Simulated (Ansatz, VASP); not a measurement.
## VN in VASP and in Ansatz

The input INCAR:

```
SYSTEM = VN
PREC = Accurate
ENCUT = 600
EDIFF = 1E-6
ISMEAR = -1
SIGMA = 0.1
LREAL = .FALSE.
LASPH = .TRUE.
NELM = 120
ALGO = Normal
ISIF = 2
LWAVE = .FALSE.
LCHARG = .FALSE.
GGA = PS
NBANDS = 16
GGA_COMPAT = .FALSE.
```

The input KPOINTS:

```
Automatic mesh
0
G
  17 17 17
  0 0 0
```

Contents of POSCAR:

```
VN
1.0
    0.0000000000      1.8259099092      1.8259099092
    1.8259099092      0.0000000000      1.8259099092
    1.8259099092      1.8259099092      0.0000000000
V N
1 1
Direct
    0.0000000000      0.0000000000      0.0000000000
    0.5000000000      0.5000000000      0.5000000000
```

Input for Ansatz:

```yaml
crystal:
  lattice:
    - [0.0, 1.8259099092, 1.8259099092]
    - [1.8259099092, 0.0, 1.8259099092]
    - [1.8259099092, 1.8259099092, 0.0]
  atoms:
    - { symbol: V, position: [0.0, 0.0, 0.0] }
    - { symbol: "N", position: [0.5, 0.5, 0.5] }
kpoints:
  mp_grid: { grid: [17, 17, 17] }
scf:
  occupations: { method: fermi_dirac, width: 0.1 }
hamiltonian:
  xc: pbesol
  pseudopotentials: { kind: all_electron, lapw: { basis_error: 0.001 } }
output:
  forces: true
  stress: true
  eigenvalues: true
  populations: true
```

Change from the starting cell: volume scaled by 0.72, LAPW.

Alike in both runs: task single point; functional PBEsol; k mesh 17 × 17 × 17; occupations fermi-dirac, width 0.1 eV; no spin polarisation.

```csv
,VASP,Ansatz
version,VASP 6.6.1,Ansatz 0.2.0
potentials or method,"VASP PAW PBE potentials, release 64 (V_sv, N), cutoff 600 eV","all-electron LAPW, scalar-relativistic"
```

Ansatz gave:

- pressure (GPa): 225.5

Q: What did VASP give for the same quantities?

A: Pressure (GPa): 228.4.

VASP's potentials were made for PBE, not for PBEsol. Both programs put the cell under a high pressure, so it lies far from rest at this level. Ansatz ran all-electron here, and VASP with PAW potentials.

Noted on VASP's run: the cell as given lies far from equilibrium.
